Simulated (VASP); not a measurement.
# GaP (m.b) (F-43m) in VASP: a series of runs

Runs on GaP (m.b). Level: PBE. Tasks: single point.

Program: VASP 6.6.1. These are calculated values, not measurements. Logs are shortened: lines on timing, memory, paths and dates and some standing lists are left out, and cuts for length are marked.

## (1) The cell of the first run

Symmetry: F-43m, No. 216, cubic system. The conventional cell has a = 5.507 Å, b = 5.507 Å, c = 5.507 Å, α = 90.00°, β = 90.00°, γ = 90.00°. Within 3.1 Å of Ga (site symmetry -43m) lie 4 P at 2.38 Å. Within 3.1 Å of P (site symmetry -43m) lie 4 Ga at 2.38 Å.

## (2) Single point, PBE

Contents of INCAR:

```
SYSTEM = GaP
PREC = Accurate
ENCUT = 500
EDIFF = 1E-6
ISMEAR = 0
SIGMA = 0.02
LREAL = .FALSE.
LASPH = .TRUE.
NELM = 120
ALGO = Normal
ISIF = 2
LWAVE = .FALSE.
LCHARG = .FALSE.
GGA = PE
NBANDS = 16
GGA_COMPAT = .FALSE.
```

Contents of KPOINTS:

```
regular mesh
0
G
  8 8 8
  0 0 0
```

Contents of POSCAR:

```
GaP
1.0
    0.0000000000      2.7533028936      2.7533028936
    2.7533028936      0.0000000000      2.7533028936
    2.7533028936      2.7533028936      0.0000000000
Ga P
1 1
Direct
    0.0000000000      0.0000000000      0.0000000000
    0.2500000000      0.2500000000      0.2500000000
```

Potentials or basis: VASP PAW PBE potentials, release 64 (Ga_d, P).

Run with:

```console
$ cat potpaw_PBE.64/Ga_d/POTCAR potpaw_PBE.64/P/POTCAR > POTCAR
$ mpirun -np 1 vasp_std > vasp.out
```

OUTCAR:

```text
SYSTEM = GaP
   PREC = Accurate
   ENCUT = 500
   EDIFF = 1E-6
   ISMEAR = 0
   LREAL = .FALSE.
   LASPH = .TRUE.
   NELM = 120
   ISIF = 2
   GGA = PE

 ion  position               nearest neighbor table
   1  0.000  0.000  0.000-   2 2.38   2 2.38   2 2.38   2 2.38
   2  0.250  0.250  0.250-   1 2.38   1 2.38   1 2.38   1 2.38

  LATTYP: Found a face centered cubic cell.
 ALAT       =     5.5066057872

  Lattice vectors:

 A1 = (   0.0000000000,   2.7533028936,   2.7533028936)
 A2 = (   2.7533028936,   0.0000000000,   2.7533028936)
 A3 = (   2.7533028936,   2.7533028936,   0.0000000000)

Analysis of symmetry for initial positions (statically):
=====================================================================
 Subroutine PRICEL returns:
 Original cell was already a primitive cell.

 Routine SETGRP: Setting up the symmetry group for a
 face centered cubic supercell.

 Subroutine GETGRP returns: Found 24 space group operations
 (whereof 24 operations were pure point group operations)
 out of a pool of 48 trial point group operations.

The static configuration has the point symmetry T_d .

Analysis of symmetry for dynamics (positions and initial velocities):
=====================================================================
 Subroutine PRICEL returns:
 Original cell was already a primitive cell.

 Routine SETGRP: Setting up the symmetry group for a
 face centered cubic supercell.

 Subroutine GETGRP returns: Found 24 space group operations
 (whereof 24 operations were pure point group operations)
 out of a pool of 48 trial point group operations.

The dynamic configuration has the point symmetry T_d .

 Subroutine INISYM returns: Found 24 space group operations
 (whereof 24 operations are pure point group operations),
 and found     1 'primitive' translations

----------------------------------------------------------------------------------------

                                     Primitive cell

  volume of cell :      41.7438

  direct lattice vectors                    reciprocal lattice vectors
     0.000000000  2.753302894  2.753302894    -0.181600071  0.181600071  0.181600071
     2.753302894  0.000000000  2.753302894     0.181600071 -0.181600071  0.181600071
     2.753302894  2.753302894  0.000000000     0.181600071  0.181600071 -0.181600071

  length of vectors
     3.893758293  3.893758293  3.893758293     0.314540549  0.314540549  0.314540549

  position of ions in fractional coordinates (direct lattice)
     0.000000000  0.000000000  0.000000000
     0.250000000  0.250000000  0.250000000

  ion indices of the primitive-cell ions
   primitive index   ion index
                 1           1
                 2           2

----------------------------------------------------------------------------------------

 KPOINTS: regular mesh

Automatic generation of k-mesh.
 Grid dimensions read from file:
 generate k-points for:    8    8    8

 Generating k-lattice:

  Cartesian coordinates                     Fractional coordinates (reciprocal lattice)
    -0.022700009  0.022700009  0.022700009     0.125000000  0.000000000  0.000000000
     0.022700009 -0.022700009  0.022700009     0.000000000  0.125000000  0.000000000
     0.022700009  0.022700009 -0.022700009     0.000000000  0.000000000  0.125000000

  Length of vectors
     0.039317569  0.039317569  0.039317569

  Shift w.r.t. Gamma in fractional coordinates (k-lattice)
     0.000000000  0.000000000  0.000000000

 Subroutine IBZKPT returns following result:
 ===========================================

 Found     29 irreducible k-points:

 Following reciprocal coordinates:
            Coordinates               Weight
  0.000000  0.000000  0.000000      1.000000
  0.125000  0.000000  0.000000      8.000000
  0.250000  0.000000  0.000000      8.000000
  0.375000  0.000000  0.000000      8.000000
  0.500000  0.000000  0.000000      4.000000
  0.125000  0.125000  0.000000      6.000000
[... 16 lines left out ...]
  0.500000  0.250000  0.125000     48.000000
 -0.375000  0.250000  0.125000     24.000000
 [... further k-points ...]
   k-points           NKPTS =     29   k-points in BZ     NKDIM =     29   number of bands    NBANDS=     16
   number of dos      NEDOS =    301   number of ions     NIONS =      2
   total plane-waves  NPLWV =  21952
   dimension x,y,z NGX =    28 NGY =   28 NGZ =   28
   dimension x,y,z NGXF=    56 NGYF=   56 NGZF=   56
   ions per type =               1   1
   NGX,Y,Z   is equivalent  to a cutoff of  11.95, 11.95, 11.95 a.u.
   NGXF,Y,Z  is equivalent  to a cutoff of  23.91, 23.91, 23.91 a.u.
 SYSTEM =  GaP
   PREC   = accura    normal or accurate (medium, high low for compatibility)
   ISTART =      0    job   : 0-new  1-cont  2-samecut
   ICHARG =      2    charge: 1-file 2-atom 10-const
   ISPIN  =      1    spin polarized calculation?
   LNONCOLLINEAR =      F non collinear calculations
   LSORBIT =      F    spin-orbit coupling
   LASPH  =      T    aspherical Exc in radial PAW
   ENCUT  =  500.0 eV  36.75 Ry    6.06 a.u.   7.10  7.10  7.10*2*pi/ulx,y,z
   NELM   =    120;   NELMIN=  2; NELMDL= -5     # of ELM steps
   EDIFF  = 0.1E-05   stopping-criterion for ELM
   LREAL  =      F    real-space projection
[... 7 lines left out ...]
   TEBEG  =    0.0;   TEEND  =   0.0 temperature during run
   PSTRESS=    0.0 pullay stress
   NELECT =      18.0000    total number of electrons
   NUPDOWN=      -1.0000    fix difference up-down
   EMIN   =  10.00;   EMAX   =-10.00  energy-range for DOS
   EFERMI =   0.00;   METHOD = LEGACY
   ISMEAR =     0;   SIGMA  =   0.02  broadening in eV -4-tet -1-fermi 0-gaus
   EFERMI_NEDOS =   21; number of points for ismear=-14 and -15
   IALGO  =     38    algorithm
   IMIX   =      4    mixing-type and parameters
     AMIX     =   0.40;   BMIX     =  1.00
     AMIX_MAG =   1.60;   BMIX_MAG =  1.00
  volume/ion in A,a.u.               =      20.87       140.85
  Fermi-wavevector in a.u.,A,eV,Ry     =   1.236806  2.337225 20.812692  1.529690
  Thomas-Fermi vector in A             =   2.371400
   LORBIT       =      0    0 simple, 1 ext, 2 COOP (PROOUT), +10 PAW based schemes
   GGA     = PE    functional components
   LHFCALC =     F    Hartree Fock is set to
   AEXX    =    0.0000 exact exchange contribution
   IVDW    =     0    specifies the selected vdW correction
   LEPSILON=     F    determine dielectric tensor
   LRPA    =     F    only Hartree local field effects (RPA)
 non-spin polarized calculation
 Gauss-broadening in eV      SIGMA  =   0.02
  energy-cutoff  :      500.00
  volume of cell :       41.74
 maximum number of plane-waves:      1068
   NGX = 15   NGY = 15   NGZ = 15

 number of electron      18.0000009 magnetization

 Free energy of the ion-electron system (eV)
  ---------------------------------------------------
  ext. energy  EPLUGINS =         0.00000000
  ---------------------------------------------------
  free energy    TOTEN  =        -9.12546142 eV

  energy without entropy =       -9.12546142  energy(sigma->0) =       -9.12546142

 E-fermi :   4.4986     XC(G=0):  -9.6937

 val. band max:        4.3437681294   @ k =   0.0000   0.0000   0.0000
 cond. band min:       5.9169595073   @ k =   0.0000   0.0000   0.0000
 fundamental gap:      1.5731913779
 Fermi energy:         4.4986395425

 k-point     1 :       0.0000    0.0000    0.0000
  band No.  band energies     occupation
      1     -10.1587      2.00000
      2     -10.1587      2.00000
      3     -10.1587      2.00000
      4     -10.0681      2.00000
      5     -10.0681      2.00000
      6      -7.9212      2.00000
[... 8 lines left out ...]
     15      14.0882      0.00000
     16      14.0882      0.00000

 k-point     2 :       0.1250    0.0000    0.0000
  band No.  band energies     occupation
      1     -10.1705      2.00000
      2     -10.1545      2.00000
      3     -10.1545      2.00000
      4     -10.0681      2.00000
      5     -10.0681      2.00000
      6      -7.7270      2.00000
[... 8 lines left out ...]
     15      13.4828      0.00000
     16      13.9002      0.00000

 k-point     3 :       0.2500    0.0000    0.0000
  band No.  band energies     occupation
      1     -10.1968      2.00000
      2     -10.1454      2.00000
      3     -10.1454      2.00000
      4     -10.0669      2.00000
      5     -10.0669      2.00000
      6      -7.1769      2.00000
[... 8 lines left out ...]
     15      13.2987      0.00000
     16      14.1881      0.00000

 k-point     4 :       0.3750    0.0000    0.0000
  band No.  band energies     occupation
      1     -10.2210      2.00000
      2     -10.1385      2.00000
      3     -10.1385      2.00000
      4     -10.0636      2.00000
      5     -10.0636      2.00000
      6      -6.4146      2.00000
[... 8 lines left out ...]
     15      14.4535      0.00000
     16      14.4535      0.00000

 k-point     5 :       0.5000    0.0000    0.0000
  band No.  band energies     occupation
      1     -10.2305      2.00000
      2     -10.1363      2.00000
      3     -10.1363      2.00000
      4     -10.0615      2.00000
      5     -10.0615      2.00000
      6      -5.9544      2.00000
[... 8 lines left out ...]
     15      15.9313      0.00000
     16      15.9313      0.00000

 k-point     6 :       0.1250    0.1250    0.0000
  band No.  band energies     occupation
      1     -10.1784      2.00000
      2     -10.1505      2.00000
      3     -10.1505      2.00000
      4     -10.0717      2.00000
      5     -10.0652      2.00000
      6      -7.6623      2.00000
[... 8 lines left out ...]
     15      14.2538      0.00000
     16      14.3294      0.00000
[... 267 lines left out ...]
 k-point    21 :       0.5000    0.5000    0.0000
  band No.  band energies     occupation
      1     -10.2646      2.00000
      2     -10.1000      2.00000
      3     -10.1000      2.00000
      4     -10.0994      2.00000
      5     -10.0485      2.00000
      6      -5.0963      2.00000
[... 8 lines left out ...]
     15      16.6731      0.00000
     16      17.2069      0.00000

 k-point    22 :       0.3750    0.2500    0.1250
  band No.  band energies     occupation
      1     -10.2180      2.00000
      2     -10.1346      2.00000
      3     -10.1311      2.00000
      4     -10.0775      2.00000
      5     -10.0599      2.00000
      6      -6.7085      2.00000
[... 8 lines left out ...]
     15      15.3441      0.00000
     16      16.5694      0.00000

 k-point    23 :       0.5000    0.2500    0.1250
  band No.  band energies     occupation
      1     -10.2319      2.00000
      2     -10.1312      2.00000
      3     -10.1228      2.00000
      4     -10.0756      2.00000
      5     -10.0600      2.00000
      6      -5.9918      2.00000
[... 8 lines left out ...]
     15      15.7208      0.00000
     16      17.0388      0.00000

 k-point    24 :      -0.3750    0.2500    0.1250
  band No.  band energies     occupation
      1     -10.2370      2.00000
      2     -10.1307      2.00000
      3     -10.1199      2.00000
      4     -10.0725      2.00000
      5     -10.0615      2.00000
      6      -5.5661      2.00000
[... 8 lines left out ...]
     15      16.2357      0.00000
     16      16.6760      0.00000

 [... further k-points ...]

------------------------ aborting loop because EDIFF is reached ----------------------------------------

  FORCE on cell =-STRESS in cart. coord.  units (eV):
  Direction    XX          YY          ZZ          XY          YZ          ZX
  --------------------------------------------------------------------------------------
  -------------------------------------------------------------------------------------
  Total       -0.0261647     -0.0261647     -0.0261647     -0.0000000      0.0000000      0.0000000
  in kB       -1.0042314     -1.0042314     -1.0042314     -0.0000000      0.0000000      0.0000000
  external PRESSURE =      -1.0042314 kB  Pullay stress =       0.0000000 kB

 VOLUME and BASIS-vectors are now :
 -----------------------------------------------------------------------------
  energy-cutoff  :      500.00
  volume of cell :       41.74
      direct lattice vectors                 reciprocal lattice vectors
     0.000000000  2.753302894  2.753302894    -0.181600071  0.181600071  0.181600071
     2.753302894  0.000000000  2.753302894     0.181600071 -0.181600071  0.181600071
     2.753302894  2.753302894  0.000000000     0.181600071  0.181600071 -0.181600071

 POSITION                                       TOTAL-FORCE (eV/Angst)
 -----------------------------------------------------------------------------------
      0.00000      0.00000      0.00000        -0.000000     -0.000000     -0.000000
      1.37665      1.37665      1.37665         0.000000      0.000000      0.000000
 -----------------------------------------------------------------------------------
    total drift:                                0.000001      0.000001      0.000001

  FREE ENERGIE OF THE ION-ELECTRON SYSTEM (eV)
  ---------------------------------------------------
  free  energy   TOTEN  =        -9.1254614213 eV

  energy  without entropy=       -9.1254614213  energy(sigma->0) =       -9.12546142
```

Run time: 8.3 s. Hardware: 1 thread of AMD EPYC 9R45 (Zen 5), shared host; peak memory 0.13 GiB.

What came out:

| Quantity | Value |
| --- | --- |
| Free energy | -9.1255 eV |
| Pressure | -0.1 GPa |
| Band gap on the k mesh | 1.57 eV, direct |

Levels at points of the mesh, in eV from the valence-band top:
```tsv
k point	band 5	band 6	band 7	band 8	band 9	band 10	band 11	band 12	band 13	band 14
(0.00, 0.00, 0.00)	-14.41	-12.27	0.00	0.00	0.00	1.57	3.90	3.90	3.90	8.68
(0.50, 0.00, 0.00)	-14.41	-10.30	-6.46	-1.07	-1.07	1.58	4.73	4.73	8.22	10.67
(0.50, 0.50, 0.00)	-14.39	-9.44	-6.61	-2.58	-2.58	1.72	1.85	10.37	10.37	10.92
```

(Part 1 of 2 ends here.)
